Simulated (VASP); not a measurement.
# Mg in VASP: further runs

Runs on Mg. Level: PBE. Tasks: single point.

Program: VASP 6.6.1. These are calculated values, not measurements. Logs are shortened: lines on timing, memory, paths and dates and some standing lists are left out, and cuts for length are marked.

## (1) The cell of the first run

It takes space group I4/mmm (No. 139, tetragonal). The conventional cell has a = 3.206 Å, b = 3.206 Å, c = 4.489 Å, α = 90.00°, β = 90.00°, γ = 90.00°. Mg (site symmetry 4/mmm) has 12 Mg at 3.19 to 3.21 Å within 4.2 Å.

## (2) Single point, PBE (equal xx and yy strain of +1 %)

INCAR reads:

```
PREC = Accurate
ENCUT = 520
EDIFF = 1E-6
ISMEAR = -1
SIGMA = 0.03
LREAL = False
LASPH = True
NELM = 80
ALGO = Normal
ISIF = 2
LWAVE = False
LCHARG = False
GGA = PE
NBANDS = 7
```

KPOINTS reads:

```
regular mesh
0
Gamma
  16 16 16
```

POSCAR reads:

```
Mg
1.0
    0.0000000000      2.2666985600      2.2442560000
    2.2666985600      0.0000000000      2.2442560000
    2.2666985600      2.2666985600      0.0000000000
Mg
1
Direct
    0.0000000000      0.0000000000      0.0000000000
```

Potentials or basis: VASP PAW PBE potentials, release 64 (Mg).

Command:

```bash
$ cat potpaw_PBE.64/Mg/POTCAR > POTCAR
$ mpirun -np 1 vasp_std > vasp.out
```

OUTCAR:

```text
PREC = Accurate
   ENCUT = 520
   EDIFF = 1E-6
   ISMEAR = -1
   LREAL = False
   LASPH = True
   NELM = 80
   ISIF = 2
   GGA = PE

 ion  position               nearest neighbor table
   1  0.000  0.000  0.000-

  LATTYP: Found a body centered tetragonal cell.
 ALAT       =     3.2055958454
 C/A-ratio  =     1.4002114479

  Lattice vectors:

 A1 = (   0.0000000000,  -2.2666985600,  -2.2442560000)
 A2 = (   0.0000000000,   2.2666985600,  -2.2442560000)
 A3 = (   2.2666985600,   0.0000000000,   2.2442560000)

Analysis of symmetry for initial positions (statically):
=====================================================================
 Subroutine PRICEL returns:
 Original cell was already a primitive cell.

 Routine SETGRP: Setting up the symmetry group for a
 body centered tetragonal supercell.

 Subroutine GETGRP returns: Found 16 space group operations
 (whereof 16 operations were pure point group operations)
 out of a pool of 16 trial point group operations.

The static configuration has the point symmetry D_4h.

Analysis of symmetry for dynamics (positions and initial velocities):
=====================================================================
 Subroutine PRICEL returns:
 Original cell was already a primitive cell.

 Routine SETGRP: Setting up the symmetry group for a
 body centered tetragonal supercell.

 Subroutine GETGRP returns: Found 16 space group operations
 (whereof 16 operations were pure point group operations)
 out of a pool of 16 trial point group operations.

The dynamic configuration has the point symmetry D_4h.

 Subroutine INISYM returns: Found 16 space group operations
 (whereof 16 operations are pure point group operations),
 and found     1 'primitive' translations

----------------------------------------------------------------------------------------

                                     Primitive cell

  volume of cell :      23.0616

  direct lattice vectors                    reciprocal lattice vectors
     0.000000000  2.266698560  2.244256000    -0.220585132  0.220585132  0.222790983
     2.266698560  0.000000000  2.244256000     0.220585132 -0.220585132  0.222790983
     2.266698560  2.266698560  0.000000000     0.220585132  0.220585132 -0.222790983

  length of vectors
     3.189766035  3.189766035  3.205595845     0.383342435  0.383342435  0.383342435

  position of ions in fractional coordinates (direct lattice)
     0.000000000  0.000000000  0.000000000

  ion indices of the primitive-cell ions
   primitive index   ion index
                 1           1

----------------------------------------------------------------------------------------

 KPOINTS: regular mesh

Automatic generation of k-mesh.
 Grid dimensions read from file:
 generate k-points for:   16   16   16

 Generating k-lattice:

  Cartesian coordinates                     Fractional coordinates (reciprocal lattice)
    -0.013786571  0.013786571  0.013924436     0.062500000  0.000000000  0.000000000
     0.013786571 -0.013786571  0.013924436     0.000000000  0.062500000  0.000000000
     0.013786571  0.013786571 -0.013924436     0.000000000  0.000000000  0.062500000

  Length of vectors
     0.023958902  0.023958902  0.023958902

  Shift w.r.t. Gamma in fractional coordinates (k-lattice)
     0.000000000  0.000000000  0.000000000

 Subroutine IBZKPT returns following result:
 ===========================================

 Found    349 irreducible k-points:

 Following reciprocal coordinates:
            Coordinates               Weight
  0.000000  0.000000  0.000000      1.000000
  0.062500  0.000000  0.000000      8.000000
  0.125000  0.000000  0.000000      8.000000
  0.187500  0.000000  0.000000      8.000000
  0.250000  0.000000  0.000000      8.000000
  0.312500  0.000000  0.000000      8.000000
[... 16 lines left out ...]
 -0.125000  0.062500  0.000000      8.000000
 -0.062500  0.062500  0.000000      4.000000
 [... further k-points ...]
   k-points           NKPTS =    349   k-points in BZ     NKDIM =    349   number of bands    NBANDS=      7
   number of dos      NEDOS =    301   number of ions     NIONS =      1
   total plane-waves  NPLWV =  13824
   dimension x,y,z NGX =    24 NGY =   24 NGZ =   24
   dimension x,y,z NGXF=    48 NGYF=   48 NGZF=   48
   ions per type =               1
   NGX,Y,Z   is equivalent  to a cutoff of  12.51, 12.51, 12.45 a.u.
   NGXF,Y,Z  is equivalent  to a cutoff of  25.02, 25.02, 24.89 a.u.
 SYSTEM =  unknown system
   PREC   = accura    normal or accurate (medium, high low for compatibility)
   ISTART =      0    job   : 0-new  1-cont  2-samecut
   ICHARG =      2    charge: 1-file 2-atom 10-const
   ISPIN  =      1    spin polarized calculation?
   LNONCOLLINEAR =      F non collinear calculations
   LSORBIT =      F    spin-orbit coupling
   LASPH  =      T    aspherical Exc in radial PAW
   ENCUT  =  520.0 eV  38.22 Ry    6.18 a.u.   5.93  5.93  5.96*2*pi/ulx,y,z
   NELM   =     80;   NELMIN=  2; NELMDL= -5     # of ELM steps
   EDIFF  = 0.1E-05   stopping-criterion for ELM
   LREAL  =      F    real-space projection
   EDIFFG = 0.1E-04   stopping-criterion for IOM
   NSW    =      0    number of steps for IOM
   IBRION =     -1    ionic relax: 0-MD 1-quasi-New 2-CG
   NFREE  =      0    steps in history (QN), initial steepest desc. (CG)
   ISIF   =      2    stress and relaxation
   ISYM   =      2    0-nonsym 1-usesym 2-fastsym
   POTIM  = 0.5000    time-step for ionic-motion
   TEBEG  =    0.0;   TEEND  =   0.0 temperature during run
   PSTRESS=    0.0 pullay stress
   NELECT =       2.0000    total number of electrons
   NUPDOWN=      -1.0000    fix difference up-down
   EMIN   =  10.00;   EMAX   =-10.00  energy-range for DOS
   EFERMI =   0.00;   METHOD = LEGACY
   ISMEAR =    -1;   SIGMA  =   0.03  broadening in eV -4-tet -1-fermi 0-gaus
   EFERMI_NEDOS =   21; number of points for ismear=-14 and -15
   IALGO  =     38    algorithm
   IMIX   =      4    mixing-type and parameters
     AMIX     =   0.40;   BMIX     =  1.00
     AMIX_MAG =   1.60;   BMIX_MAG =  1.00
  volume/ion in A,a.u.               =      23.06       155.63
  Fermi-wavevector in a.u.,A,eV,Ry     =   0.724639  1.369369  7.144436  0.525101
  Thomas-Fermi vector in A             =   1.815159
   LORBIT       =      0    0 simple, 1 ext, 2 COOP (PROOUT), +10 PAW based schemes
   GGA     = PE    functional components
[... 5 lines left out ...]
 non-spin polarized calculation
  energy-cutoff  :      520.00
  volume of cell :       23.06
 maximum number of plane-waves:       636
   NGX = 11   NGY = 11   NGZ = 11

 number of electron       2.0000000 magnetization

 Free energy of the ion-electron system (eV)
  ---------------------------------------------------
  ext. energy  EPLUGINS =         0.00000000
  ---------------------------------------------------
  free energy    TOTEN  =        -1.49252117 eV

  energy without entropy =       -1.49091393  energy(sigma->0) =       -1.49171755

 E-fermi :   2.5831     XC(G=0):  -8.4776

 val. band max:        2.5783211115   @ k =  -0.3750   0.1875   0.0625
 cond. band min:       2.5868806309   @ k =  -0.3125   0.3750   0.1250
 fundamental gap:      0.0085595194
 Fermi energy:         2.5830619594

 k-point     1 :       0.0000    0.0000    0.0000
  band No.  band energies     occupation
      1      -4.3031      2.00000
      2      14.9068      0.00000
      3      14.9068      0.00000
      4      14.9775      0.00000
      5      16.8229      0.00000
      6      16.8448      0.00000
      7      16.8448      0.00000

 k-point     2 :       0.0625    0.0000    0.0000
  band No.  band energies     occupation
      1      -4.2164      2.00000
      2      13.5332      0.00000
      3      14.6945      0.00000
      4      14.7492      0.00000
      5      16.8791      0.00000
      6      17.1813      0.00000
      7      17.2033      0.00000

 k-point     3 :       0.1250    0.0000    0.0000
  band No.  band energies     occupation
      1      -3.9571      2.00000
      2      11.4874      0.00000
      3      14.3028      0.00000
      4      14.3732      0.00000
      5      16.6157      0.00000
      6      17.9924      0.00000
      7      18.0294      0.00000

 k-point     4 :       0.1875    0.0000    0.0000
  band No.  band energies     occupation
      1      -3.5263      2.00000
      2       9.4617      0.00000
      3      13.9514      0.00000
      4      14.0406      0.00000
      5      16.3172      0.00000
      6      17.8703      0.00000
      7      18.1484      0.00000

 k-point     5 :       0.2500    0.0000    0.0000
  band No.  band energies     occupation
      1      -2.9264      2.00000
      2       7.5323      0.00000
      3      13.7042      0.00000
      4      13.8132      0.00000
      5      16.0832      0.00000
      6      16.8701      0.00000
      7      17.1345      0.00000
[... 161 lines left out ...]
 k-point    22 :      -0.1875    0.0625    0.0000
  band No.  band energies     occupation
      1      -3.2733      2.00000
      2       8.8700      0.00000
      3      12.3910      0.00000
      4      14.9133      0.00000
      5      16.5606      0.00000
      6      16.8364      0.00000
      7      17.8565      0.00000

 k-point    23 :      -0.1250    0.0625    0.0000
  band No.  band energies     occupation
      1      -3.7588      2.00000
      2      10.8244      0.00000
      3      12.7668      0.00000
      4      15.1243      0.00000
      5      17.1068      0.00000
      6      17.5502      0.00000
      7      17.6657      0.00000

 k-point    24 :      -0.0625    0.0625    0.0000
  band No.  band energies     occupation
      1      -4.0738      2.00000
      2      12.6190      0.00000
      3      13.4647      0.00000
      4      15.1298      0.00000
      5      17.0121      0.00000
      6      17.1887      0.00000
      7      17.8212      0.00000

 [... further k-points ...]

------------------------ aborting loop because EDIFF is reached ----------------------------------------

  FORCE on cell =-STRESS in cart. coord.  units (eV):
  Direction    XX          YY          ZZ          XY          YZ          ZX
  --------------------------------------------------------------------------------------
  -------------------------------------------------------------------------------------
  Total        0.0093733      0.0093733     -0.0290931      0.0000000      0.0000000      0.0000000
  in kB        0.6511984      0.6511984     -2.0212087      0.0000000      0.0000000      0.0000000
  external PRESSURE =      -0.2396040 kB  Pullay stress =       0.0000000 kB

 VOLUME and BASIS-vectors are now :
 -----------------------------------------------------------------------------
  energy-cutoff  :      520.00
  volume of cell :       23.06
      direct lattice vectors                 reciprocal lattice vectors
     0.000000000  2.266698560  2.244256000    -0.220585132  0.220585132  0.222790983
     2.266698560  0.000000000  2.244256000     0.220585132 -0.220585132  0.222790983
     2.266698560  2.266698560  0.000000000     0.220585132  0.220585132 -0.222790983

 POSITION                                       TOTAL-FORCE (eV/Angst)
 -----------------------------------------------------------------------------------
      0.00000      0.00000      0.00000        -0.000000      0.000000      0.000000
 -----------------------------------------------------------------------------------
    total drift:                               -0.000000     -0.000000      0.000000

  FREE ENERGIE OF THE ION-ELECTRON SYSTEM (eV)
  ---------------------------------------------------
  free  energy   TOTEN  =        -1.4925211717 eV

  energy  without entropy=       -1.4909139326  energy(sigma->0) =       -1.49171755
```

Run time: 24 s. Hardware: 1 thread of Intel Xeon Platinum 8488C (Sapphire Rapids), shared host; peak memory 0.18 GiB.

What came out:

```
Free energy            : -1.4925 eV
Pressure               : 0.0 GPa
Band gap on the k mesh : zero (band 1 reaches 4.02 eV, above the bottom of band 2 at 1.31 eV)
```

Stress tensor (GPa, compression positive):
```
 0.07  0.00  0.00
 0.00  0.07  0.00
 0.00  0.00 -0.20
```

Levels at points of the mesh, in eV from the Fermi level:
| k point | band 1 | band 2 | band 3 | band 4 | band 5 | band 6 |
| --- | --- | --- | --- | --- | --- | --- |
| (0.00, 0.00, 0.00) | -6.89 | 12.32 | 12.32 | 12.39 | 14.24 | 14.26 |
| (0.50, 0.00, 0.00) | -1.68 | -1.27 | 11.17 | 11.35 | 11.96 | 12.15 |
| (0.50, 0.50, 0.00) | -0.12 | 0.91 | 6.03 | 6.84 | 6.84 | 9.67 |
| (0.50, 0.00, 0.50) | -0.24 | 0.76 | 6.14 | 6.97 | 7.01 | 9.81 |

Caveat: the cell differs from its parent crystal (equal xx and yy strain of +1 %).

(Continued in part 2 of 2.)
